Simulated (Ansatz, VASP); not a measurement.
## One calculation of Al, two programs

INCAR

```
SYSTEM = Al
ALGO = Fast
EDIFF = 1E-6
ENCUT = 520
GGA = PS
ISIF = 2
ISMEAR = 0
LASPH = .TRUE.
LCHARG = .FALSE.
LREAL = .FALSE.
LWAVE = .FALSE.
NBANDS = 14
NELM = 100
PREC = Accurate
SIGMA = 0.15
```

Contents of KPOINTS:

```
k-points
0
G
  12 12 4
  0 0 0
```

The input POSCAR:

```
Al
1.0
    2.8363427619     -0.1132176851     -0.0146446169
   -1.5162207724      2.2316460100      0.0247805913
   -0.0481331500      0.0662578236     10.3893878584
Al
4
Direct
    0.0091103838      0.0060195843     -0.0006981859
    0.3296235064      0.6647680852      0.2510548297
   -0.0060706961     -0.0019501118      0.4993553844
    0.6673368058      0.3311624423      0.7502879718
```

Input for Ansatz:

```yaml
crystal:
  lattice:
    - [2.8363427619, -0.1132176851, -0.0146446169]
    - [-1.5162207724, 2.23164601, 0.0247805913]
    - [-0.04813315, 0.0662578236, 10.3893878584]
  atoms:
    - { symbol: Al, position: [0.0091103838, 0.0060195843, -0.0006981859] }
    - { symbol: Al, position: [0.3296235064, 0.6647680852, 0.2510548297] }
    - { symbol: Al, position: [-0.0060706961, -0.0019501118, 0.4993553844] }
    - { symbol: Al, position: [0.6673368058, 0.3311624423, 0.7502879718] }
basis:
  ecutwfc: 420
kpoints:
  mp_grid: { grid: [12, 12, 4] }
hamiltonian:
  xc: pbesol
scf:
  occupations: { method: gaussian, width: 0.15 }
output:
  forces: true
  stress: true
  eigenvalues: true
```

Change from the starting cell: cell sheared at random, sigma 0.1, atoms nudged by 0.01 Å.

Alike in both runs: task single point; functional PBEsol; k mesh 12 × 12 × 4; occupations gaussian, width 0.15 eV; no spin polarisation.

```csv
,VASP,Ansatz
version,VASP 6.6.1,Ansatz 0.2.0
potentials or method,"VASP PAW PBE potentials, release 64 (Al), cutoff 520 eV","scalar-relativistic, plane waves, PAW"
valence electrons in the cell,12,12
```

|  | VASP | Ansatz | Ansatz less VASP |
| --- | --- | --- | --- |
| gap on the k mesh at the Fermi level (eV) | none | none | - |
| pressure (GPa) | 7.3 | 7.2 | -0.11 |
| traceless stress, the component that is largest in VASP (GPa) | 13.49 | 13.40 | -0.085 |
| rms of the force components (eV/Å) | 0.026 | 0.025 | -0.0004 |

VASP's potentials were made for PBE, not for PBEsol. Atom by atom the forces differ by 0.001 eV/Å (rms over components). A gap of «none» marks a metal or a gap that the smearing closes.
